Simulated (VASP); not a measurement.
# Ba in VASP: settings compared, part 2 of 2

VASP 6.6.1. Earlier steps stand in the parts before.

## Step 4: Single point, r2SCAN

POSCAR reads:

```
Ba
1.0
   -2.5065000000      2.5065000000      2.5065000000
    2.5065000000     -2.5065000000      2.5065000000
    2.5065000000      2.5065000000     -2.5065000000
Ba
1
Direct
    0.0000000000      0.0000000000      0.0000000000
```

INCAR.step1 reads:

```
SYSTEM = Ba
  PREC = Accurate
  ENCUT = 520
  ISMEAR = -1
  SIGMA = 0.05
  LREAL = .FALSE.
  LASPH = .TRUE.
  NELM = 80
  NBANDS = 11
  GGA = PE
  ALGO = Normal
  EDIFF = 1E-4
  LWAVE = .TRUE.
  LCHARG = .FALSE.
```

INCAR.step2 reads:

```
SYSTEM = Ba
  PREC = Accurate
  ENCUT = 520
  EDIFF = 1E-7
  ISMEAR = -1
  SIGMA = 0.05
  LREAL = .FALSE.
  LASPH = .TRUE.
  NELM = 80
  ALGO = Normal
  ISIF = 2
  LWAVE = .FALSE.
  LCHARG = .FALSE.
  METAGGA = R2SCAN
  LMIXTAU = .TRUE.
  NBANDS = 11
  ISTART = 1
```

KPOINTS reads:

```
regular mesh
0
G
  8 8 8
  0 0 0
```

Potentials or basis: VASP PAW PBE potentials, release 64 (Ba_sv).

Started as:

```bash
cat potpaw_PBE.64/Ba_sv/POTCAR > POTCAR
cp INCAR.step1 INCAR
mpirun -np 1 vasp_std > vasp.out
cp INCAR.step2 INCAR
mpirun -np 1 vasp_std > vasp.out
```

OUTCAR:

```text
SYSTEM = Ba
   PREC = Accurate
   ENCUT = 520
   EDIFF = 1E-7
   ISMEAR = -1
   LREAL = .FALSE.
   LASPH = .TRUE.
   NELM = 80
   ISIF = 2
   METAGGA = R2SCAN
   ISTART = 1

 ion  position               nearest neighbor table
   1  0.000  0.000  0.000-

  LATTYP: Found a body centered cubic cell.
 ALAT       =     5.0130000000

  Lattice vectors:

 A1 = (  -2.5065000000,   2.5065000000,   2.5065000000)
 A2 = (   2.5065000000,  -2.5065000000,   2.5065000000)
 A3 = (   2.5065000000,   2.5065000000,  -2.5065000000)

Analysis of symmetry for initial positions (statically):
=====================================================================
 Subroutine PRICEL returns:
 Original cell was already a primitive cell.

 Routine SETGRP: Setting up the symmetry group for a
 body centered cubic supercell.

 Subroutine GETGRP returns: Found 48 space group operations
 (whereof 48 operations were pure point group operations)
 out of a pool of 48 trial point group operations.

The static configuration has the point symmetry O_h .

Analysis of symmetry for dynamics (positions and initial velocities):
=====================================================================
 Subroutine PRICEL returns:
 Original cell was already a primitive cell.

 Routine SETGRP: Setting up the symmetry group for a
 body centered cubic supercell.

 Subroutine GETGRP returns: Found 48 space group operations
 (whereof 48 operations were pure point group operations)
 out of a pool of 48 trial point group operations.

The dynamic configuration has the point symmetry O_h .

 Subroutine INISYM returns: Found 48 space group operations
 (whereof 48 operations are pure point group operations),
 and found     1 'primitive' translations

----------------------------------------------------------------------------------------

[... 107 lines left out ...]
   IALGO  =     38    algorithm
   IMIX   =      4    mixing-type and parameters
     AMIX     =   0.40;   BMIX     =  1.00
     AMIX_MAG =   1.60;   BMIX_MAG =  1.00
  volume/ion in A,a.u.               =      62.99       425.07
  Fermi-wavevector in a.u.,A,eV,Ry     =   0.886449  1.675146 10.691349  0.785792
  Thomas-Fermi vector in A             =   2.007617
   LORBIT       =      0    0 simple, 1 ext, 2 COOP (PROOUT), +10 PAW based schemes
   METAGGA = R2SCAN    functional components
   LHFCALC =     F    Hartree Fock is set to
   AEXX    =    0.0000 exact exchange contribution
   IVDW    =     0    specifies the selected vdW correction
   LEPSILON=     F    determine dielectric tensor
   LRPA    =     F    only Hartree local field effects (RPA)
 non-spin polarized calculation
  energy-cutoff  :      520.00
  volume of cell :       62.99
 maximum number of plane-waves:      1724
   NGX = 17   NGY = 17   NGZ = 17

 number of electron       9.9999999 magnetization

 Free energy of the ion-electron system (eV)
  ---------------------------------------------------
  ext. energy  EPLUGINS =         0.00000000
  ---------------------------------------------------
  free energy    TOTEN  =       -26.43933713 eV

  energy without entropy =      -26.43230279  energy(sigma->0) =      -26.43581996

 E-fermi :   1.7057     XC(G=0):  -7.8302

 val. band max:        1.6533365124   @ k =   0.3750   0.2500   0.0000
 cond. band min:       1.8457036661   @ k =   0.5000   0.5000   0.2500
 fundamental gap:      0.1923671536
 Fermi energy:         1.7056715517

 k-point     1 :       0.0000    0.0000    0.0000
  band No.  band energies     occupation
      1     -28.1864      2.00000
      2     -12.7180      2.00000
      3     -12.7180      2.00000
      4     -12.7180      2.00000
      5      -1.1543      2.00000
      6       3.8666      0.00000
      7       3.8666      0.00000
      8       3.8666      0.00000
      9       5.2143      0.00000
     10       5.2143      0.00000
     11       9.0220      0.00000
[... 309 lines left out ...]
 k-point    24 :      -0.3750    0.3750    0.2500
  band No.  band energies     occupation
      1     -28.1286      2.00000
      2     -13.0697      2.00000
      3     -12.9306      2.00000
      4     -12.8899      2.00000
      5       1.3291      1.99893
      6       1.9367      0.01951
      7       3.8395      0.00000
      8       4.0644      0.00000
      9       5.6448      0.00000
     10       6.0296      0.00000
     11       9.3475      0.00000

 [... further k-points ...]
[... 5 lines left out ...]
  --------------------------------------------------------------------------------------
  -------------------------------------------------------------------------------------
  Total        0.1191332      0.1191332      0.1191332      0.0000000      0.0000000      0.0000000
  in kB        3.0302619      3.0302619      3.0302619      0.0000000      0.0000000      0.0000000
  external PRESSURE =       3.0302619 kB  Pullay stress =       0.0000000 kB

 VOLUME and BASIS-vectors are now :
 -----------------------------------------------------------------------------
  energy-cutoff  :      520.00
  volume of cell :       62.99
      direct lattice vectors                 reciprocal lattice vectors
    -2.506500000  2.506500000  2.506500000     0.000000000  0.199481348  0.199481348
     2.506500000 -2.506500000  2.506500000     0.199481348  0.000000000  0.199481348
     2.506500000  2.506500000 -2.506500000     0.199481348  0.199481348  0.000000000

 POSITION                                       TOTAL-FORCE (eV/Angst)
 -----------------------------------------------------------------------------------
      0.00000      0.00000      0.00000         0.000000      0.000000      0.000000
 -----------------------------------------------------------------------------------
    total drift:                               -0.000000      0.000000      0.000000

  FREE ENERGIE OF THE ION-ELECTRON SYSTEM (eV)
  ---------------------------------------------------
  free  energy   TOTEN  =       -26.4393371341 eV

  energy  without entropy=      -26.4323027889  energy(sigma->0) =      -26.43581996
```

OSZICAR.step1:

```text
N       E                     dE             d eps       ncg     rms          rms(c)
DAV:   1     0.558518697808E+02    0.55852E+02   -0.43463E+03   638   0.758E+02
DAV:   2     0.695940774915E+00   -0.55156E+02   -0.54006E+02   794   0.136E+02
DAV:   3    -0.183646182419E+01   -0.25324E+01   -0.25205E+01   826   0.312E+01
DAV:   4    -0.191361040995E+01   -0.77149E-01   -0.77024E-01   855   0.482E+00
DAV:   5    -0.191586589446E+01   -0.22555E-02   -0.22519E-02   822   0.659E-01    0.163E+00
DAV:   6    -0.191569939285E+01    0.16650E-03   -0.42664E-03   798   0.563E-01    0.967E-01
DAV:   7    -0.191625671417E+01   -0.55732E-03   -0.64780E-03   754   0.846E-01    0.457E-02
DAV:   8    -0.191645048882E+01   -0.19377E-03   -0.34587E-04   905   0.115E-01    0.379E-02
DAV:   9    -0.191646292614E+01   -0.12437E-04   -0.87076E-06   415   0.248E-02
   1 F= -.19164629E+01 E0= -.19124995E+01  d E =-.792693E-02
```

Wall time 24 s (1 thread of Intel Xeon 6975P-C (Granite Rapids), shared host); peak memory 0.18 GiB.

Results:

```yaml
Free_energy: -26.4393 eV
Pressure: 0.3 GPa
Band_gap_on_the_k_mesh: zero (band 5 reaches 2.30 eV, above the bottom of band 6 at 1.10 eV)
```

Caveat: the PAW data sets were made with another functional, which shifts forces and pressure a little; spin-orbit coupling is left out, which moves the levels of the heavy elements.

## Step 5: The runs side by side

```tsv
level	cell	k mesh	smearing	gap on the mesh (eV)	pressure (GPa)
PBEsol	a = 4.341 Å, angles 109.5°, 1 atom	8 × 8 × 8	methfessel-paxton 0.025 eV	none	-0.6
PBE	a = 4.370 Å, angles 109.2, 109.2, 110.0°, 1 atom	6 × 6 × 6	fermi-dirac 0.05 eV	none	0.0
r2SCAN	a = 4.341 Å, angles 109.5°, 1 atom	8 × 8 × 8	fermi-dirac 0.05 eV	none	0.3
```

Alike in all rows: task single point; potentials or basis VASP PAW PBE potentials, release 64 (Ba_sv); no spin polarisation; cutoff (eV) 520.

Caveats: spin-orbit coupling is left out, which moves the levels of the heavy elements; the PAW data sets were made with another functional, which shifts forces and pressure a little (some runs).

Absolute energies hang on the potentials; compare differences alone.
